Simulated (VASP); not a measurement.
# Zr (P6_3/mmc) in VASP: notebook

The runs below take Zr through single point, with revPBE.

All numbers are computed with VASP 6.6.1; they aren't measurements. Logs are shortened: lines on timing, memory, paths and dates and some standing lists are left out, and cuts for length are marked.

### 1 The cell of the first run

The structure is hexagonal, space group P6_3/mmc (No. 194). Conventional cell: a = 3.254 Å, b = 3.254 Å, c = 5.189 Å, α = 90.00°, β = 90.00°, γ = 120.00°. Zr (site symmetry -6m2) has 12 Zr at 3.20 to 3.25 Å within 4.2 Å.

### 2 Single point, revPBE, collinear spin, ferromagnetic start

INCAR

```
ALGO     = Normal         # electronic algorithm
EDIFF    = 1E-6           # SCF threshold, eV
ENCUT    = 520            # plane-wave cutoff, eV
GGA      = RE             # functional
ISIF     = 2              # what is computed and relaxed
ISMEAR   = -1             # smearing method
ISPIN    = 2              # spin polarisation
LASPH    = T              # aspherical terms in the spheres
LCHARG   = T              # write CHGCAR
LELF     = T              # ELF
LMAXMIX  = 4              # l up to which the mixer works
LORBIT   = 11             # projections on sites
LREAL    = F              # projectors in reciprocal space
LVHAR    = T            
LWAVE    = F              # write WAVECAR
MAGMOM   = 1 1            # initial moments
NBANDS   = 23             # bands
NELM     = 150            # most SCF steps
PREC     = Accurate       # precision mode
SIGMA    = 0.1            # smearing width, eV
```

KPOINTS

```
k-points
0
Gamma
  6 6 3
```

POSCAR

```
Zr
1.0
    3.2535341559      0.0000000000      0.0000000000
   -1.6267670779      2.8176432311      0.0000000000
    0.0000000000      0.0000000000      5.1892721267
Zr
2
Direct
    0.3333333333      0.6666666667      0.2500000000
    0.6666666667      0.3333333333      0.7500000000
```

Potentials or basis: VASP PAW PBE potentials, release 64 (Zr_sv).

On the command line:

```sh
> cat potpaw_PBE.64/Zr_sv/POTCAR > POTCAR
> mpirun -np 1 vasp_std > vasp.out
```

OUTCAR:

```text
EDIFF = 1E-6
   ENCUT = 520
   GGA = RE
   ISIF = 2
   ISMEAR = -1
   ISPIN = 2
   LASPH = T
   LORBIT = 11
   LREAL = F
   NELM = 150
   PREC = Accurate

 ion  position               nearest neighbor table
   1  0.333  0.667  0.250-   2 3.20   2 3.20   2 3.20   2 3.20   2 3.20   2 3.20
   2  0.667  0.333  0.750-   1 3.20   1 3.20   1 3.20   1 3.20   1 3.20   1 3.20

  LATTYP: Found a hexagonal cell.
 ALAT       =     3.2535341559
 C/A-ratio  =     1.5949646993

  Lattice vectors:

 A1 = (   3.2535341559,   0.0000000000,   0.0000000000)
 A2 = (  -1.6267670779,   2.8176432311,   0.0000000000)
 A3 = (   0.0000000000,   0.0000000000,   5.1892721267)

Analysis of symmetry for initial positions (statically):
=====================================================================
 Subroutine PRICEL returns:
 Original cell was already a primitive cell.

 Routine SETGRP: Setting up the symmetry group for a
 hexagonal supercell.

 Subroutine GETGRP returns: Found 24 space group operations
 (whereof 12 operations were pure point group operations)
 out of a pool of 24 trial point group operations.

The static configuration has the point symmetry D_3d.
 The point group associated with its full space group is D_6h.

Analysis of symmetry for dynamics (positions and initial velocities):
=====================================================================
 Subroutine PRICEL returns:
 Original cell was already a primitive cell.

 Routine SETGRP: Setting up the symmetry group for a
 hexagonal supercell.

 Subroutine GETGRP returns: Found 24 space group operations
 (whereof 12 operations were pure point group operations)
 out of a pool of 24 trial point group operations.

The dynamic configuration has the point symmetry D_3d.
 The point group associated with its full space group is D_6h.

Analysis of structural, dynamic, and magnetic symmetry:
=====================================================================
 Subroutine PRICEL returns:
 Original cell was already a primitive cell.

 Routine SETGRP: Setting up the symmetry group for a
 hexagonal supercell.

 Subroutine GETGRP returns: Found 24 space group operations
 (whereof 12 operations were pure point group operations)
 out of a pool of 24 trial point group operations.

The overall configuration has the point symmetry D_3d.
 The point group associated with its full space group is D_6h.

 Subroutine INISYM returns: Found 24 space group operations
 (whereof 12 operations are pure point group operations),
 and found     1 'primitive' translations

----------------------------------------------------------------------------------------

                                     Primitive cell

  volume of cell :      47.5716

  direct lattice vectors                    reciprocal lattice vectors
     3.253534156  0.000000000  0.000000000     0.307358077  0.177453268  0.000000000
    -1.626767078  2.817643231  0.000000000     0.000000000  0.354906536  0.000000000
     0.000000000  0.000000000  5.189272127     0.000000000  0.000000000  0.192705253

  length of vectors
     3.253534156  3.253534156  5.189272127     0.354906536  0.354906536  0.192705253

  position of ions in fractional coordinates (direct lattice)
     0.333333333  0.666666667  0.250000000
     0.666666667  0.333333333  0.750000000

  ion indices of the primitive-cell ions
   primitive index   ion index
                 1           1
                 2           2

----------------------------------------------------------------------------------------

 KPOINTS: k-points

Automatic generation of k-mesh.
 Grid dimensions read from file:
 generate k-points for:    6    6    3

 Generating k-lattice:

  Cartesian coordinates                     Fractional coordinates (reciprocal lattice)
     0.051226346  0.029575545  0.000000000     0.166666667  0.000000000  0.000000000
     0.000000000  0.059151089  0.000000000     0.000000000  0.166666667  0.000000000
     0.000000000  0.000000000  0.064235084     0.000000000  0.000000000  0.333333333

  Length of vectors
     0.059151089  0.059151089  0.064235084

  Shift w.r.t. Gamma in fractional coordinates (k-lattice)
     0.000000000  0.000000000  0.000000000

 Subroutine IBZKPT returns following result:
 ===========================================

 Found     14 irreducible k-points:

 Following reciprocal coordinates:
            Coordinates               Weight
  0.000000  0.000000  0.000000      1.000000
  0.166667 -0.000000  0.000000      6.000000
  0.333333 -0.000000  0.000000      6.000000
  0.500000 -0.000000  0.000000      3.000000
  0.166667  0.166667  0.000000      6.000000
  0.333333  0.166667  0.000000     12.000000
  0.333333  0.333333  0.000000      2.000000
  0.000000  0.000000  0.333333      2.000000
  0.166667 -0.000000  0.333333     12.000000
  0.333333 -0.000000  0.333333     12.000000
  0.500000 -0.000000  0.333333      6.000000
  0.166667  0.166667  0.333333     12.000000
  0.333333  0.166667  0.333333     24.000000
  0.333333  0.333333  0.333333      4.000000
   k-points           NKPTS =     14   k-points in BZ     NKDIM =     14   number of bands    NBANDS=     23
   number of dos      NEDOS =    301   number of ions     NIONS =      2
   total plane-waves  NPLWV =  23040
   dimension x,y,z NGX =    24 NGY =   24 NGZ =   40
   dimension x,y,z NGXF=    48 NGYF=   48 NGZF=   80
   ions per type =               2
   NGX,Y,Z   is equivalent  to a cutoff of  12.26, 12.26, 12.81 a.u.
   NGXF,Y,Z  is equivalent  to a cutoff of  24.53, 24.53, 25.63 a.u.
 SYSTEM =  unknown system
   PREC   = accura    normal or accurate (medium, high low for compatibility)
   ISTART =      0    job   : 0-new  1-cont  2-samecut
   ICHARG =      2    charge: 1-file 2-atom 10-const
   ISPIN  =      2    spin polarized calculation?
   LNONCOLLINEAR =      F non collinear calculations
   LSORBIT =      F    spin-orbit coupling
   LASPH  =      T    aspherical Exc in radial PAW
   ENCUT  =  520.0 eV  38.22 Ry    6.18 a.u.   6.05  6.05  9.65*2*pi/ulx,y,z
   NELM   =    150;   NELMIN=  2; NELMDL= -5     # of ELM steps
   EDIFF  = 0.1E-05   stopping-criterion for ELM
   LREAL  =      F    real-space projection
   EDIFFG = 0.1E-04   stopping-criterion for IOM
   NSW    =      0    number of steps for IOM
   IBRION =     -1    ionic relax: 0-MD 1-quasi-New 2-CG
   NFREE  =      0    steps in history (QN), initial steepest desc. (CG)
   ISIF   =      2    stress and relaxation
   ISYM   =      2    0-nonsym 1-usesym 2-fastsym
   POTIM  = 0.5000    time-step for ionic-motion
   TEBEG  =    0.0;   TEEND  =   0.0 temperature during run
   PSTRESS=    0.0 pullay stress
   NELECT =      24.0000    total number of electrons
   NUPDOWN=      -1.0000    fix difference up-down
   EMIN   =  10.00;   EMAX   =-10.00  energy-range for DOS
   EFERMI =   0.00;   METHOD = LEGACY
   ISMEAR =    -1;   SIGMA  =   0.10  broadening in eV -4-tet -1-fermi 0-gaus
   EFERMI_NEDOS =   21; number of points for ismear=-14 and -15
   IALGO  =     38    algorithm
   IMIX   =      4    mixing-type and parameters
     AMIX     =   0.40;   BMIX     =  1.00
     AMIX_MAG =   1.60;   BMIX_MAG =  1.00
  volume/ion in A,a.u.               =      23.79       160.51
  Fermi-wavevector in a.u.,A,eV,Ry     =   1.303255  2.462794 23.109126  1.698473
  Thomas-Fermi vector in A             =   2.434269
   LORBIT       =     11    0 simple, 1 ext, 2 COOP (PROOUT), +10 PAW based schemes
   GGA     = RE    functional components
   LHFCALC =     F    Hartree Fock is set to
   AEXX    =    0.0000 exact exchange contribution
   IVDW    =     0    specifies the selected vdW correction
   LEPSILON=     F    determine dielectric tensor
   LRPA    =     F    only Hartree local field effects (RPA)
 spin polarized calculation
  energy-cutoff  :      520.00
  volume of cell :       47.57
 maximum number of plane-waves:      1296
   NGX = 13   NGY = 13   NGZ = 19

 number of electron      24.0000001 magnetization      -0.0015179

 number of electron      24.0000001 magnetization       0.0002273

 Free energy of the ion-electron system (eV)
  ---------------------------------------------------
  ext. energy  EPLUGINS =         0.00000000
  ---------------------------------------------------
  free energy    TOTEN  =       -16.35866694 eV

  energy without entropy =      -16.26056157  energy(sigma->0) =      -16.30961426

 E-fermi :   8.8002     XC(G=0): -10.9311

 val. band max:        8.7370039090   @ k =   0.1667  -0.0000   0.0000
 cond. band min:       8.8228323002   @ k =   0.3333   0.3333   0.3333
 fundamental gap:      0.0858283911
 Fermi energy:         8.8001881214

 spin component 1

 k-point     1 :       0.0000    0.0000    0.0000
  band No.  band energies     occupation
      1     -40.0820      1.00000
      2     -39.9420      1.00000
      3     -18.5651      1.00000
      4     -17.7536      1.00000
      5     -17.7536      1.00000
      6     -17.6321      1.00000
[... 15 lines left out ...]
     22      19.2480      0.00000
     23      20.8985      0.00000
[... 314 lines left out ...]
  band No.  band energies     occupation
      1     -39.9256      1.00000
      2     -39.9256      1.00000
      3     -18.3127      1.00000
      4     -18.3127      1.00000
      5     -18.2029      1.00000
      6     -18.0547      1.00000
[... 15 lines left out ...]
     22      18.8755      0.00000
     23      18.8755      0.00000
 Fermi energy:         8.8001881214

 spin component 2

 k-point     1 :       0.0000    0.0000    0.0000
  band No.  band energies     occupation
      1     -40.0820      1.00000
      2     -39.9420      1.00000
      3     -18.5650      1.00000
      4     -17.7535      1.00000
      5     -17.7535      1.00000
      6     -17.6320      1.00000
[... 15 lines left out ...]
     22      19.2481      0.00000
     23      20.8987      0.00000
[... 315 lines left out ...]
      1     -39.9255      1.00000
      2     -39.9255      1.00000
      3     -18.3126      1.00000
      4     -18.3126      1.00000
      5     -18.2028      1.00000
      6     -18.0547      1.00000
[... 15 lines left out ...]
     22      18.8756      0.00000
     23      18.8757      0.00000

------------------------ aborting loop because EDIFF is reached ----------------------------------------

  FORCE on cell =-STRESS in cart. coord.  units (eV):
  Direction    XX          YY          ZZ          XY          YZ          ZX
  --------------------------------------------------------------------------------------
  -------------------------------------------------------------------------------------
  Total        0.1789489      0.1789489      0.1206627      0.0000000     -0.0000000      0.0000000
  in kB        6.0268709      6.0268709      4.0638336      0.0000000     -0.0000000      0.0000000
  external PRESSURE =       5.3725252 kB  Pullay stress =       0.0000000 kB

 VOLUME and BASIS-vectors are now :
 -----------------------------------------------------------------------------
  energy-cutoff  :      520.00
  volume of cell :       47.57
      direct lattice vectors                 reciprocal lattice vectors
     3.253534156  0.000000000  0.000000000     0.307358077  0.177453268  0.000000000
    -1.626767078  2.817643231  0.000000000     0.000000000  0.354906536  0.000000000
     0.000000000  0.000000000  5.189272127     0.000000000  0.000000000  0.192705253

 POSITION                                       TOTAL-FORCE (eV/Angst)
 -----------------------------------------------------------------------------------
     -0.00000      1.87843      1.29732        -0.000000      0.000000      0.000000
      1.62677      0.93921      3.89195         0.000000     -0.000000      0.000000
 -----------------------------------------------------------------------------------
    total drift:                               -0.000000      0.000000     -0.000000

  FREE ENERGIE OF THE ION-ELECTRON SYSTEM (eV)
  ---------------------------------------------------
  free  energy   TOTEN  =       -16.3586669438 eV

  energy  without entropy=      -16.2605615690  energy(sigma->0) =      -16.30961426

 total charge

# of ion       s       p       d       tot
------------------------------------------
    1        2.227   5.963   1.598   9.789
    2        2.227   5.963   1.598   9.789
--------------------------------------------------
tot          4.454  11.926   3.197  19.577

 magnetization (x)

# of ion       s       p       d       tot
------------------------------------------
    1        0.000   0.000   0.000   0.000
    2        0.000   0.000   0.000   0.000
--------------------------------------------------
tot          0.000   0.000   0.000   0.000
```

Wall time 18 s (1 thread of AMD EPYC 9R45 (Zen 5), shared host); peak memory 0.15 GiB.

Results:

```yaml
Free_energy: -16.3587 eV
Pressure: 0.5 GPa
Band_gap_on_the_k_mesh: zero (filled and empty bands overlap)
Net_moment: 0.00 μB per cell
Valence_electrons_inside_the_program's_atomic_spheres: Zr 9.79
```

Caveat: the k points lie up to 0.40 Å⁻¹ apart; the PAW data sets were made with another functional, which shifts forces and pressure a little.

### 3 Single point, revPBE

INCAR

```
PREC = Accurate
ENCUT = 500
EDIFF = 1E-6
ISMEAR = -1
SIGMA = 0.1
LREAL = F
LASPH = T
NELM = 120
ALGO = Normal
ISIF = 2
LWAVE = F
LCHARG = T
GGA = RE
LELF = T
LVHAR = T
NBANDS = 19
GGA_COMPAT = F
```

KPOINTS

```
regular mesh
0
Gamma
  6 6 3
```

POSCAR

```
Zr
1.0
    3.2522339605      0.0000000000      0.0000000000
   -1.6261169802      2.8165172289      0.0000000000
    0.0000000000      0.0000000000      5.1990389916
Zr
2
Direct
    0.3333333333      0.6666666667      0.2500000000
    0.6666666667      0.3333333333      0.7500000000
```

Potentials or basis: VASP PAW PBE potentials, release 64 (Zr_sv).

On the command line:

```sh
> cat potpaw_PBE.64/Zr_sv/POTCAR > POTCAR
> mpirun -np 1 vasp_std > vasp.out
```

OUTCAR:

```text
PREC = Accurate
   ENCUT = 500
   EDIFF = 1E-6
   ISMEAR = -1
   LREAL = F
   LASPH = T
   NELM = 120
   ISIF = 2
   GGA = RE

 ion  position               nearest neighbor table
   1  0.333  0.667  0.250-   2 3.21   2 3.21   2 3.21   2 3.21   2 3.21   2 3.21
   2  0.667  0.333  0.750-   1 3.21   1 3.21   1 3.21   1 3.21   1 3.21   1 3.21

  LATTYP: Found a hexagonal cell.
 ALAT       =     3.2522339605
 C/A-ratio  =     1.5986054677

  Lattice vectors:

[... 483 lines left out ...]

------------------------ aborting loop because EDIFF is reached ----------------------------------------

  FORCE on cell =-STRESS in cart. coord.  units (eV):
  Direction    XX          YY          ZZ          XY          YZ          ZX
  --------------------------------------------------------------------------------------
  -------------------------------------------------------------------------------------
  Total        0.1689582      0.1689582      0.0728138      0.0000000      0.0000000     -0.0000000
  in kB        5.6842421      5.6842421      2.4496657      0.0000000      0.0000000     -0.0000000
  external PRESSURE =       4.6060500 kB  Pullay stress =       0.0000000 kB

 VOLUME and BASIS-vectors are now :
 -----------------------------------------------------------------------------
  energy-cutoff  :      500.00
  volume of cell :       47.62
      direct lattice vectors                 reciprocal lattice vectors
     3.252233960  0.000000000  0.000000000     0.307480954  0.177524211  0.000000000
    -1.626116980  2.816517229  0.000000000     0.000000000  0.355048423  0.000000000
     0.000000000  0.000000000  5.199038992     0.000000000  0.000000000  0.192343239

 POSITION                                       TOTAL-FORCE (eV/Angst)
 -----------------------------------------------------------------------------------
     -0.00000      1.87768      1.29976         0.000000     -0.000000      0.000000
      1.62612      0.93884      3.89928        -0.000000      0.000000      0.000000
 -----------------------------------------------------------------------------------
    total drift:                               -0.000000      0.000000     -0.000000

  FREE ENERGIE OF THE ION-ELECTRON SYSTEM (eV)
  ---------------------------------------------------
  free  energy   TOTEN  =       -16.3586945283 eV

  energy  without entropy=      -16.2603363118  energy(sigma->0) =      -16.30951542
```

stdout:

```text
POSCAR found type information on POSCAR Zr
 POSCAR found :  1 types and       2 ions
 scaLAPACK will be used
 -----------------------------------------------------------------------------
|                                                                             |
|                                                                             |
|     You enforced a specific xc type in the INCAR file but a different       |
|     I HOPE YOU KNOW WHAT YOU ARE DOING!                                     |
|                                                                             |
 -----------------------------------------------------------------------------

 LDA part: xc-table for (Slater+PW92), standard interpolation
 POSCAR, INCAR and KPOINTS ok, starting setup
 FFT: planning ... GRIDC
 FFT: planning ... GRID_SOFT
 FFT: planning ... GRID
 WAVECAR not read
 entering main loop
```

It took 19 s on 1 thread of Intel Xeon 8259CL, shared host; peak memory 0.16 GiB.

Results:

| Item | Value |
| --- | --- |
| Free energy | -16.3587 eV |
| Pressure | 0.5 GPa |
| Band gap on the k mesh | zero (band 12 reaches 9.68 eV, above the bottom of band 13 at 8.81 eV) |

Caveat: the k points lie up to 0.40 Å⁻¹ apart; the PAW data sets were made with another functional, which shifts forces and pressure a little.
